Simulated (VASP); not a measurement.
# GaSe (P6_3/mmc) in VASP: electric field gradients with PBEsol

Aim: the electric field gradients of GaSe with PBEsol.

Program: VASP 6.6.1. These are calculated values, not measurements. Logs are shortened: lines on timing, memory, paths and dates and some standing lists are left out, and cuts for length are marked.

## 1. The cell of the first run

Symmetry: P6_3/mmc, No. 194, hexagonal system. Conventional cell: a = 3.750 Å, b = 3.750 Å, c = 15.920 Å, α = 90.00°, β = 90.00°, γ = 120.00°. Within 3.4 Å of Ga (site symmetry 3m) lie 3 Se at 2.55 Å and 3 Ga at 3.16 Å. Se (site symmetry 3m) has 3 Ga at 2.55 Å and 1 Se at 2.98 Å within 3.4 Å.

## 2. Electric field gradients, PBEsol

Contents of INCAR:

```
PREC = Accurate
ENCUT = 400
EDIFF = 1E-8
ISMEAR = -1
SIGMA = 0.05
LREAL = False
LASPH = True
NELM = 120
ALGO = Normal
ISIF = 2
LWAVE = False
LCHARG = False
GGA = PS
LEFG = True
NBANDS = 48
GGA_COMPAT = False
```

Contents of KPOINTS:

```
Automatic mesh
0
Gamma
  14 14 3
```

Contents of POSCAR:

```
GaSe
1.0
    3.7500020507      0.0000000000      0.0000000000
   -1.8750010253      3.2475970401      0.0000000000
    0.0000000000      0.0000000000     15.9200000000
Ga Se
4 4
Direct
    0.3333333333      0.6666666667      0.9276668802
    0.6666666667      0.3333333333      0.4276668802
    0.3333333333      0.6666666667      0.5723331198
    0.6666666667      0.3333333333      0.0723331198
    0.3333333333      0.6666666667      0.1563792316
    0.6666666667      0.3333333333      0.6563792316
    0.3333333333      0.6666666667      0.3436207684
    0.6666666667      0.3333333333      0.8436207684
```

Potentials or basis: VASP PAW PBE potentials, release 64 (Ga_d, Se).

Launch:

```console
$ cat potpaw_PBE.64/Ga_d/POTCAR potpaw_PBE.64/Se/POTCAR > POTCAR
$ mpirun -np 1 vasp_std > vasp.out
```

OUTCAR:

```text
PREC = Accurate
   ENCUT = 400
   EDIFF = 1E-8
   ISMEAR = -1
   LREAL = False
   LASPH = True
   NELM = 120
   ISIF = 2
   GGA = PS

 ion  position               nearest neighbor table
   1  0.333  0.667  0.928-   8 2.55   8 2.55   8 2.55
   2  0.667  0.333  0.428-   7 2.55   7 2.55   7 2.55
   3  0.333  0.667  0.572-   6 2.55   6 2.55   6 2.55
   4  0.667  0.333  0.072-   5 2.55   5 2.55   5 2.55
   5  0.333  0.667  0.156-   4 2.55   4 2.55   4 2.55
   6  0.667  0.333  0.656-   3 2.55   3 2.55   3 2.55
   7  0.333  0.667  0.344-   2 2.55   2 2.55   2 2.55
   8  0.667  0.333  0.844-   1 2.55   1 2.55   1 2.55

  LATTYP: Found a hexagonal cell.
 ALAT       =     3.7500020507
 C/A-ratio  =     4.2453310118

  Lattice vectors:

 A1 = (   3.7500020507,   0.0000000000,   0.0000000000)
 A2 = (  -1.8750010253,   3.2475970401,   0.0000000000)
 A3 = (   0.0000000000,   0.0000000000,  15.9200000000)

Analysis of symmetry for initial positions (statically):
=====================================================================
 Subroutine PRICEL returns:
 Original cell was already a primitive cell.

 Routine SETGRP: Setting up the symmetry group for a
 hexagonal supercell.

 Subroutine GETGRP returns: Found 24 space group operations
 (whereof 12 operations were pure point group operations)
 out of a pool of 24 trial point group operations.

The static configuration has the point symmetry D_3d.
 The point group associated with its full space group is D_6h.

Analysis of symmetry for dynamics (positions and initial velocities):
=====================================================================
 Subroutine PRICEL returns:
 Original cell was already a primitive cell.

 Routine SETGRP: Setting up the symmetry group for a
 hexagonal supercell.

 Subroutine GETGRP returns: Found 24 space group operations
 (whereof 12 operations were pure point group operations)
 out of a pool of 24 trial point group operations.

The dynamic configuration has the point symmetry D_3d.
 The point group associated with its full space group is D_6h.

 Subroutine INISYM returns: Found 24 space group operations
 (whereof 12 operations are pure point group operations),
 and found     1 'primitive' translations

----------------------------------------------------------------------------------------

                                     Primitive cell

  volume of cell :     193.8816

  direct lattice vectors                    reciprocal lattice vectors
     3.750002051  0.000000000  0.000000000     0.266666521  0.153959988  0.000000000
    -1.875001025  3.247597040  0.000000000     0.000000000  0.307919975  0.000000000
     0.000000000  0.000000000 15.920000000     0.000000000  0.000000000  0.062814070

  length of vectors
     3.750002051  3.750002051 15.920000000     0.307919975  0.307919975  0.062814070

  position of ions in fractional coordinates (direct lattice)
     0.333333333  0.666666667  0.927666880
     0.666666667  0.333333333  0.427666880
     0.333333333  0.666666667  0.572333120
     0.666666667  0.333333333  0.072333120
     0.333333333  0.666666667  0.156379232
     0.666666667  0.333333333  0.656379232
     0.333333333  0.666666667  0.343620768
     0.666666667  0.333333333  0.843620768

  ion indices of the primitive-cell ions
   primitive index   ion index
                 1           1
                 2           2
                 3           3
                 4           4
                 5           5
                 6           6
                 7           7
                 8           8

----------------------------------------------------------------------------------------

 KPOINTS: Automatic mesh

Automatic generation of k-mesh.
 Grid dimensions read from file:
 generate k-points for:   14   14    3

 Generating k-lattice:

[... 64 lines left out ...]
   NSW    =      0    number of steps for IOM
   IBRION =     -1    ionic relax: 0-MD 1-quasi-New 2-CG
   NFREE  =      0    steps in history (QN), initial steepest desc. (CG)
   ISIF   =      2    stress and relaxation
   ISYM   =      2    0-nonsym 1-usesym 2-fastsym
   POTIM  = 0.5000    time-step for ionic-motion
   TEBEG  =    0.0;   TEEND  =   0.0 temperature during run
   PSTRESS=    0.0 pullay stress
   NELECT =      76.0000    total number of electrons
   NUPDOWN=      -1.0000    fix difference up-down
   EMIN   =  10.00;   EMAX   =-10.00  energy-range for DOS
   EFERMI =   0.00;   METHOD = LEGACY
   ISMEAR =    -1;   SIGMA  =   0.05  broadening in eV -4-tet -1-fermi 0-gaus
   EFERMI_NEDOS =   21; number of points for ismear=-14 and -15
   IALGO  =     38    algorithm
   IMIX   =      4    mixing-type and parameters
     AMIX     =   0.40;   BMIX     =  1.00
     AMIX_MAG =   1.60;   BMIX_MAG =  1.00
  volume/ion in A,a.u.               =      24.24       163.55
  Fermi-wavevector in a.u.,A,eV,Ry     =   1.198120  2.264119 19.531061  1.435492
  Thomas-Fermi vector in A             =   2.334018
   LORBIT       =      0    0 simple, 1 ext, 2 COOP (PROOUT), +10 PAW based schemes
   GGA     = PS    functional components
   LHFCALC =     F    Hartree Fock is set to
   AEXX    =    0.0000 exact exchange contribution
   IVDW    =     0    specifies the selected vdW correction
   LEPSILON=     F    determine dielectric tensor
   LRPA    =     F    only Hartree local field effects (RPA)
 non-spin polarized calculation
  energy-cutoff  :      400.00
  volume of cell :      193.88
 maximum number of plane-waves:      3556
   NGX = 13   NGY = 13   NGZ = 51

 number of electron      76.0000143 magnetization

 Free energy of the ion-electron system (eV)
  ---------------------------------------------------
  ext. energy  EPLUGINS =         0.00000000
  ---------------------------------------------------
  free energy    TOTEN  =       -30.30161057 eV

  energy without entropy =      -30.27197188  energy(sigma->0) =      -30.28679123

 E-fermi :   3.3538     XC(G=0):  -9.6187

 val. band max:        3.3534582199   @ k =   0.3571   0.2857   0.3333
 cond. band min:       3.3854321128   @ k =   0.5000  -0.0000   0.3333
 fundamental gap:      0.0319738929
 Fermi energy:         3.3538111493

 k-point     1 :       0.0000    0.0000    0.0000
  band No.  band energies     occupation
      1     -11.4097      2.00000
      2     -11.4013      2.00000
      3     -11.3991      2.00000
      4     -11.3991      2.00000
      5     -11.3990      2.00000
      6     -11.3990      2.00000
[... 1213 lines left out ...]
     47       8.7956      0.00000
     48       8.9192      0.00000

 [... further k-points ...]

------------------------ aborting loop because EDIFF is reached ----------------------------------------

  FORCE on cell =-STRESS in cart. coord.  units (eV):
  Direction    XX          YY          ZZ          XY          YZ          ZX
  --------------------------------------------------------------------------------------
  -------------------------------------------------------------------------------------
  Total       -1.7381491     -1.7381491     -4.0309843     -0.0000000     -0.0000000      0.0000000
  in kB      -14.3635207    -14.3635207    -33.3107942     -0.0000000     -0.0000000      0.0000000
  external PRESSURE =     -20.6792785 kB  Pullay stress =       0.0000000 kB

 VOLUME and BASIS-vectors are now :
 -----------------------------------------------------------------------------
  energy-cutoff  :      400.00
  volume of cell :      193.88
      direct lattice vectors                 reciprocal lattice vectors
     3.750002051  0.000000000  0.000000000     0.266666521  0.153959988  0.000000000
    -1.875001025  3.247597040  0.000000000     0.000000000  0.307919975  0.000000000
     0.000000000  0.000000000 15.920000000     0.000000000  0.000000000  0.062814070

 POSITION                                       TOTAL-FORCE (eV/Angst)
 -----------------------------------------------------------------------------------
     -0.00000      2.16506     14.76846        -0.000000     -0.000000     -0.081574
      1.87500      1.08253      6.80846        -0.000000      0.000000     -0.081574
     -0.00000      2.16506      9.11154         0.000000     -0.000000      0.081574
      1.87500      1.08253      1.15154         0.000000     -0.000000      0.081574
     -0.00000      2.16506      2.48956         0.000000     -0.000000     -0.098419
      1.87500      1.08253     10.44956        -0.000000     -0.000000     -0.098419
     -0.00000      2.16506      5.47044         0.000000      0.000000      0.098419
      1.87500      1.08253     13.43044        -0.000000      0.000000      0.098419
 -----------------------------------------------------------------------------------
    total drift:                               -0.000000      0.000000      0.000000

  FREE ENERGIE OF THE ION-ELECTRON SYSTEM (eV)
  ---------------------------------------------------
  free  energy   TOTEN  =       -30.3016105748 eV

  energy  without entropy=      -30.2719718790  energy(sigma->0) =      -30.28679123

 Electric field gradients (V/A^2)
---------------------------------------------------------------------
 ion       V_xx      V_yy      V_zz      V_xy      V_xz      V_yz
---------------------------------------------------------------------
   1      -0.805    -0.802     1.607     0.003    -0.000     0.000
   2      -0.805    -0.802     1.607     0.003     0.000    -0.000
   3      -0.805    -0.802     1.607     0.003     0.000    -0.000
   4      -0.805    -0.802     1.607     0.003    -0.000     0.000
   5     -79.481   -79.481   158.962    -0.000    -0.000     0.000
   6     -79.481   -79.481   158.962    -0.000     0.000    -0.000
   7     -79.481   -79.481   158.962    -0.000     0.000    -0.000
   8     -79.481   -79.481   158.962    -0.000    -0.000     0.000
---------------------------------------------------------------------

 Electric field gradients after diagonalization (V/A^2)
 (convention: |V_zz| > |V_xx| > |V_yy|)
----------------------------------------------------------------------
 ion       V_xx      V_yy      V_zz     asymmetry (V_yy - V_xx)/ V_zz
----------------------------------------------------------------------
   1      -0.807    -0.800     1.607       0.005
   2      -0.807    -0.800     1.607       0.005
   3      -0.807    -0.800     1.607       0.005
   4      -0.807    -0.800     1.607       0.005
   5     -79.482   -79.481   158.962       0.000
   6     -79.482   -79.481   158.962       0.000
   7     -79.482   -79.481   158.962       0.000
   8     -79.482   -79.481   158.962       0.000
----------------------------------------------------------------------

           NMR quadrupolar parameters

 Cq : quadrupolar parameter    Cq=e*Q*V_zz/h
 eta: asymmetry parameters     (V_yy - V_xx)/ V_zz
 Q  : nuclear electric quadrupole moment in mb (millibarn)
----------------------------------------------------------------------
 ion       Cq(MHz)       eta       Q (mb)
----------------------------------------------------------------------
   1       0.004       0.005       1.000
   2       0.004       0.005       1.000
   3       0.004       0.005       1.000
   4       0.004       0.005       1.000
   5       0.384       0.000       1.000
   6       0.384       0.000       1.000
   7       0.384       0.000       1.000
   8       0.384       0.000       1.000
----------------------------------------------------------------------
```

Run time: 2.5 min. Hardware: 1 thread of Intel Xeon 6975P-C (Granite Rapids), shared host; peak memory 0.38 GiB.

Results:

```yaml
Free_energy: -30.3016 eV
Pressure: -2.1 GPa
Largest_force: 0.098 eV/Å
Band_gap_on_the_k_mesh: zero (bands 38 and 39 overlap by 1.44 eV)
Largest_electric_field_gradient_by_atom: Ga +1.6; Se +159.0 V/Å²
```

Forces on the atoms (eV/Å):
```
Ga   0.000  0.000 -0.082
Ga   0.000  0.000 -0.082
Ga   0.000  0.000  0.082
Ga   0.000  0.000  0.082
Se   0.000  0.000 -0.098
Se   0.000  0.000 -0.098
Se   0.000  0.000  0.098
Se   0.000  0.000  0.098
```

Levels at points of the mesh, in eV from the Fermi level:
| k point | band 35 | band 36 | band 37 | band 38 | band 39 | band 40 | band 41 | band 42 |
| --- | --- | --- | --- | --- | --- | --- | --- | --- |
| (0.00, 0.00, 0.00) | -0.88 | -0.75 | -0.75 | 0.51 | 0.74 | 1.81 | 2.18 | 2.62 |
| (0.50, 0.00, 0.00) | -2.09 | -1.91 | -1.44 | -1.25 | -0.33 | 0.51 | 1.42 | 2.16 |

Electric field gradients, principal values (V/Å²):
```csv
atom,least,middle,greatest (by size)
1 Ga,-0.800,-0.807,1.607
2 Ga,-0.800,-0.807,1.607
3 Ga,-0.800,-0.807,1.607
4 Ga,-0.800,-0.807,1.607
5 Se,-79.481,-79.482,158.962
6 Se,-79.481,-79.482,158.962
7 Se,-79.481,-79.482,158.962
8 Se,-79.481,-79.482,158.962
```

Caveat: without QUAD_EFG the Cq values of the log hold for a quadrupole moment of 1 mb, not for the nuclei; the PAW data sets were made with another functional, which shifts forces and pressure a little.

The gap in the log of VASP goes by the Fermi energy; the results here count the filled bands.